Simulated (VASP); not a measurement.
# WSe2 in VASP: single point with PBE+D3(BJ)

Aim: the single point of WSe2 with PBE+D3(BJ).

Program: VASP 6.6.1. These are calculated values, not measurements. Logs are shortened: lines on timing, memory, paths and dates and some standing lists are left out, and cuts for length are marked.

### 1 The cell of the first run

The cell holds a slab with vacuum, 6 atoms: a = 3.285 Å, b = 3.285 Å, c = 24.239 Å, α = 90.00°, β = 90.00°, γ = 120.00°.

### 2 Single point, PBE+D3(BJ) (layers slid over each other)

INCAR reads:

```
SYSTEM = WSe2
PREC = Accurate ; ENCUT = 520
EDIFF = 1E-6 ; ISMEAR = 0
SIGMA = 0.05 ; LREAL = .FALSE.
LASPH = .TRUE. ; NELM = 80
ALGO = Normal ; ISIF = 2
LWAVE = .FALSE. ; LCHARG = .FALSE.
LDIPOL = .TRUE. ; IDIPOL = 3
DIPOL = 0.5 0.5 0.393 ; GGA = PE
IVDW = 12 ; NBANDS = 35
```

KPOINTS reads:

```
Automatic mesh
0
G
  9 9 1
  0 0 0
```

POSCAR reads:

```
WSe2
1.0
    3.2854926884      0.0000000000      0.0000000000
   -1.6427463442      2.8453201321      0.0000000000
    0.0000000000      0.0000000000     24.2386466672
Se W
4 2
Direct
    0.3333333333      0.6666666667      0.1856539295
    0.3333333333      0.6666666667      0.3246601777
    0.3333333333      1.1666666667      0.4612189569
    0.3333333333      1.1666666667      0.6002252051
    0.6666666667      0.3333333333      0.2551570536
    0.6666666667      0.8333333333      0.5307220810
```

Potentials or basis: VASP PAW PBE potentials, release 64 (Se, W_sv).

On the command line:

```bash
> cat potpaw_PBE.64/Se/POTCAR potpaw_PBE.64/W_sv/POTCAR > POTCAR
> mpirun -np 1 vasp_std > vasp.out
```

OUTCAR:

```text
SYSTEM = WSe2
   PREC = Accurate
   ENCUT = 520
   EDIFF = 1E-6
   ISMEAR = 0
   LREAL = .FALSE.
   LASPH = .TRUE.
   NELM = 80
   ISIF = 2
   GGA = PE
   IVDW = 12
 IVDW          = 12

 ion  position               nearest neighbor table
   1  0.333  0.667  0.186-   5 2.54   5 2.54   5 2.54
   2  0.333  0.667  0.325-   5 2.54   5 2.54   5 2.54
   3  0.333  0.167  0.461-   6 2.54   6 2.54   6 2.54
   4  0.333  0.167  0.600-   6 2.54   6 2.54   6 2.54
   5  0.667  0.333  0.255-   2 2.54   1 2.54   2 2.54   1 2.54   2 2.54   1 2.54
   6  0.667  0.833  0.531-   3 2.54   4 2.54   3 2.54   4 2.54   3 2.54   4 2.54

  LATTYP: Found a hexagonal cell.
 ALAT       =     3.2854926884
 C/A-ratio  =     7.3774769771

  Lattice vectors:

 A1 = (   3.2854926884,   0.0000000000,   0.0000000000)
 A2 = (  -1.6427463442,   2.8453201321,   0.0000000000)
 A3 = (   0.0000000000,   0.0000000000,  24.2386466672)

Analysis of symmetry for initial positions (statically):
=====================================================================
 Subroutine PRICEL returns:
 Original cell was already a primitive cell.

 Routine SETGRP: Setting up the symmetry group for a
 hexagonal supercell.

 Subroutine GETGRP returns: Found  4 space group operations
 (whereof  2 operations were pure point group operations)
 out of a pool of 24 trial point group operations.

The static configuration has the point symmetry C_1h.
 The point group associated with its full space group is C_2v.

Analysis of symmetry for dynamics (positions and initial velocities):
=====================================================================
 Subroutine PRICEL returns:
 Original cell was already a primitive cell.

 Routine SETGRP: Setting up the symmetry group for a
 hexagonal supercell.

 Subroutine GETGRP returns: Found  4 space group operations
 (whereof  2 operations were pure point group operations)
 out of a pool of 24 trial point group operations.

The dynamic configuration has the point symmetry C_1h.
 The point group associated with its full space group is C_2v.

 Subroutine INISYM returns: Found  4 space group operations
 (whereof  2 operations are pure point group operations),
 and found     1 'primitive' translations

----------------------------------------------------------------------------------------

                                     Primitive cell

  volume of cell :     226.5896

  direct lattice vectors                    reciprocal lattice vectors
     3.285492688  0.000000000  0.000000000     0.304368353  0.175727151  0.000000000
    -1.642746344  2.845320132  0.000000000     0.000000000  0.351454302  0.000000000
     0.000000000  0.000000000 24.238646667     0.000000000  0.000000000  0.041256429

  length of vectors
     3.285492688  3.285492688 24.238646667     0.351454302  0.351454302  0.041256429

  position of ions in fractional coordinates (direct lattice)
     0.333333333  0.666666667  0.185653929
     0.333333333  0.666666667  0.324660178
     0.333333333  0.166666667  0.461218957
     0.333333333  0.166666667  0.600225205
     0.666666667  0.333333333  0.255157054
     0.666666667  0.833333333  0.530722081

  ion indices of the primitive-cell ions
   primitive index   ion index
                 1           1
                 2           2
                 3           3
                 4           4
                 5           5
                 6           6

----------------------------------------------------------------------------------------

 KPOINTS: Automatic mesh

Automatic generation of k-mesh.
 Grid dimensions read from file:
 generate k-points for:    9    9    1

 Generating k-lattice:

  Cartesian coordinates                     Fractional coordinates (reciprocal lattice)
     0.033818706  0.019525239  0.000000000     0.111111111  0.000000000  0.000000000
     0.000000000  0.039050478  0.000000000     0.000000000  0.111111111  0.000000000
     0.000000000  0.000000000  0.041256429     0.000000000  0.000000000  1.000000000

  Length of vectors
     0.039050478  0.039050478  0.041256429

  Shift w.r.t. Gamma in fractional coordinates (k-lattice)
     0.000000000  0.000000000  0.000000000

 Subroutine IBZKPT returns following result:
 ===========================================

 Found     25 irreducible k-points:

 Following reciprocal coordinates:
            Coordinates               Weight
  0.000000  0.000000  0.000000      1.000000
  0.111111 -0.000000  0.000000      2.000000
  0.000000  0.111111  0.000000      4.000000
  0.222222 -0.000000  0.000000      2.000000
  0.000000  0.222222  0.000000      4.000000
  0.333333 -0.000000  0.000000      2.000000
[... 16 lines left out ...]
 -0.222222 -0.444444  0.000000      4.000000
  0.444444  0.333333  0.000000      4.000000
   k-points           NKPTS =     25   k-points in BZ     NKDIM =     25   number of bands    NBANDS=     35
   number of dos      NEDOS =    301   number of ions     NIONS =      6
   total plane-waves  NPLWV = 103680
   dimension x,y,z NGX =    24 NGY =   24 NGZ =  180
   dimension x,y,z NGXF=    48 NGYF=   48 NGZF=  360
   ions per type =               4   2
   NGX,Y,Z   is equivalent  to a cutoff of  12.14, 12.14, 12.35 a.u.
   NGXF,Y,Z  is equivalent  to a cutoff of  24.29, 24.29, 24.69 a.u.
 SYSTEM =  WSe2
   PREC   = accura    normal or accurate (medium, high low for compatibility)
   ISTART =      0    job   : 0-new  1-cont  2-samecut
   ICHARG =      2    charge: 1-file 2-atom 10-const
   ISPIN  =      1    spin polarized calculation?
   LNONCOLLINEAR =      F non collinear calculations
   LSORBIT =      F    spin-orbit coupling
   LASPH  =      T    aspherical Exc in radial PAW
   ENCUT  =  520.0 eV  38.22 Ry    6.18 a.u.   6.11  6.11 45.07*2*pi/ulx,y,z
   NELM   =     80;   NELMIN=  2; NELMDL= -5     # of ELM steps
   EDIFF  = 0.1E-05   stopping-criterion for ELM
   LREAL  =      F    real-space projection
   EDIFFG = 0.1E-04   stopping-criterion for IOM
   NSW    =      0    number of steps for IOM
   IBRION =     -1    ionic relax: 0-MD 1-quasi-New 2-CG
   NFREE  =      0    steps in history (QN), initial steepest desc. (CG)
   ISIF   =      2    stress and relaxation
   ISYM   =      2    0-nonsym 1-usesym 2-fastsym
   POTIM  = 0.5000    time-step for ionic-motion
   TEBEG  =    0.0;   TEEND  =   0.0 temperature during run
   PSTRESS=    0.0 pullay stress
   NELECT =      52.0000    total number of electrons
   NUPDOWN=      -1.0000    fix difference up-down
   EMIN   =  10.00;   EMAX   =-10.00  energy-range for DOS
   EFERMI =   0.00;   METHOD = LEGACY
   ISMEAR =     0;   SIGMA  =   0.05  broadening in eV -4-tet -1-fermi 0-gaus
   EFERMI_NEDOS =   21; number of points for ismear=-14 and -15
   IALGO  =     38    algorithm
   IMIX   =      4    mixing-type and parameters
     AMIX     =   0.40;   BMIX     =  1.00
     AMIX_MAG =   1.60;   BMIX_MAG =  1.00
  volume/ion in A,a.u.               =      37.76       254.85
  Fermi-wavevector in a.u.,A,eV,Ry     =   1.002296  1.894065 13.668372  1.004597
  Thomas-Fermi vector in A             =   2.134774
   LORBIT       =      0    0 simple, 1 ext, 2 COOP (PROOUT), +10 PAW based schemes
   GGA     = PE    functional components
   LHFCALC =     F    Hartree Fock is set to
   AEXX    =    0.0000 exact exchange contribution
   IVDW    =    12    specifies the selected vdW correction
   LEPSILON=     F    determine dielectric tensor
   LRPA    =     F    only Hartree local field effects (RPA)
 non-spin polarized calculation
 Gauss-broadening in eV      SIGMA  =   0.05
  energy-cutoff  :      520.00
  volume of cell :      226.59
 maximum number of plane-waves:      6144
   NGX = 13   NGY = 13   NGZ = 91

 dipolmoment           0.000000      0.000000      0.000062 electrons x Angstroem

 number of electron      51.9999987 magnetization

 dipolmoment           0.000000      0.000000     -0.000002 electrons x Angstroem

 Free energy of the ion-electron system (eV)
  ---------------------------------------------------
  ext. energy  EPLUGINS =         0.00000000
  ---------------------------------------------------
  free energy    TOTEN  =       -43.18401701 eV

  energy without entropy =      -43.18401701  energy(sigma->0) =      -43.18401701

 E-fermi :   1.1665     XC(G=0):  -6.2354

 val. band max:        0.8697073077   @ k =   0.3333   0.3333   0.0000
 cond. band min:       2.4047096210   @ k =   0.2222   0.1111   0.0000
 fundamental gap:      1.5350023133
 Fermi energy:         1.1664761556

 k-point     1 :       0.0000    0.0000    0.0000
  band No.  band energies     occupation
      1     -73.1798      2.00000
      2     -73.1798      2.00000
      3     -37.4264      2.00000
      4     -37.4264      2.00000
      5     -37.2915      2.00000
      6     -37.2915      2.00000
[... 27 lines left out ...]
     34       4.0695      0.00000
     35       5.2004      0.00000

 k-point     2 :       0.1111   -0.0000    0.0000
  band No.  band energies     occupation
      1     -73.1786      2.00000
      2     -73.1786      2.00000
      3     -37.4212      2.00000
      4     -37.4212      2.00000
      5     -37.3189      2.00000
      6     -37.3189      2.00000
[... 27 lines left out ...]
     34       4.2017      0.00000
     35       5.6104      0.00000

 k-point     3 :       0.0000    0.1111    0.0000
  band No.  band energies     occupation
      1     -73.1786      2.00000
      2     -73.1786      2.00000
      3     -37.4212      2.00000
      4     -37.4212      2.00000
      5     -37.3192      2.00000
      6     -37.3192      2.00000
[... 27 lines left out ...]
     34       4.1468      0.00000
     35       5.6146      0.00000
[... 723 lines left out ...]
 k-point    23 :      -0.2222   -0.4444    0.0000
  band No.  band energies     occupation
      1     -73.1687      2.00000
      2     -73.1687      2.00000
      3     -37.4899      2.00000
      4     -37.4899      2.00000
      5     -37.4013      2.00000
      6     -37.4013      2.00000
[... 27 lines left out ...]
     34       5.4967      0.00000
     35       6.3790      0.00000

 k-point    24 :       0.4444    0.3333    0.0000
  band No.  band energies     occupation
      1     -73.1687      2.00000
      2     -73.1687      2.00000
      3     -37.4898      2.00000
      4     -37.4898      2.00000
      5     -37.4014      2.00000
      6     -37.4014      2.00000
[... 27 lines left out ...]
     34       5.5358      0.00000
     35       6.3864      0.00000

 [... further k-points ...]

------------------------ aborting loop because EDIFF is reached ----------------------------------------

 vacuum level on the upper side and lower side of the slab       (xc-potential included)        -0.135        -0.136

 Edisp (eV)   -2.36033

 E8    (eV) :    -1.0849

  FORCE on cell =-STRESS in cart. coord.  units (eV):
  Direction    XX          YY          ZZ          XY          YZ          ZX
  --------------------------------------------------------------------------------------
  -------------------------------------------------------------------------------------
  Total      -0.02854     0.07832    -0.12660    -0.09254     0.00000     0.00000
  in kB      -0.20179     0.55379    -0.89515    -0.65435     0.00000     0.00000
  external pressure =       -0.18 kB  Pullay stress =        0.00 kB

 VOLUME and BASIS-vectors are now :
 -----------------------------------------------------------------------------
  energy-cutoff  :      520.00
  volume of cell :      226.59
      direct lattice vectors                 reciprocal lattice vectors
     3.285492688  0.000000000  0.000000000     0.304368353  0.175727151  0.000000000
    -1.642746344  2.845320132  0.000000000     0.000000000  0.351454302  0.000000000
     0.000000000  0.000000000 24.238646667     0.000000000  0.000000000  0.041256429

 POSITION                                       TOTAL-FORCE (eV/Angst)
 -----------------------------------------------------------------------------------
     -0.00000      1.89688      4.50000         0.002793      0.001612     -0.037290
     -0.00000      1.89688      7.86932        -0.002794     -0.001613      0.069703
      0.82137      0.47422     11.17932        -0.002794     -0.001613     -0.069703
      0.82137      0.47422     14.54865         0.002793      0.001612      0.037290
      1.64275      0.94844      6.18466         0.000001      0.000000      0.033121
      0.82137      2.37110     12.86398         0.000001      0.000000     -0.033121
 -----------------------------------------------------------------------------------
    total drift:                                0.000238      0.000138     -0.000046

  FREE ENERGIE OF THE ION-ELECTRON SYSTEM (eV)
  ---------------------------------------------------
  free  energy   TOTEN  =       -45.5443441313 eV

  energy  without entropy=      -45.5443441313  energy(sigma->0) =      -45.54434413

 vacuum level on the upper side and lower side of the slab         5.827         5.826
```

Wall time 2.2 min (1 thread of Intel Xeon 6975P-C (Granite Rapids), shared host); peak memory 0.39 GiB.

Results:

* Free energy: -45.5443 eV
* Largest force: 0.070 eV/Å
* Band gap on the k mesh: 1.53 eV (least direct gap 1.66 eV)
* Dispersion energy per atom: -0.393 eV

Forces in eV/Å, atoms in the order of the input:
```
Se   0.003  0.002 -0.037
Se  -0.003 -0.002  0.070
Se  -0.003 -0.002 -0.070
Se   0.003  0.002  0.037
W    0.000  0.000  0.033
W    0.000  0.000 -0.033
```

Levels at points of the mesh, in eV from the valence-band top:
```
           k point  band 23  band 24  band 25  band 26  band 27  band 28  band 29  band 30
(0.00, 0.00, 0.00)    -1.18    -1.17    -0.60    -0.01     2.90     2.95     2.99     3.01
```

Caveat: the cell differs from its parent crystal (layers slid over each other); spin-orbit coupling is left out, which moves the levels of the heavy elements.
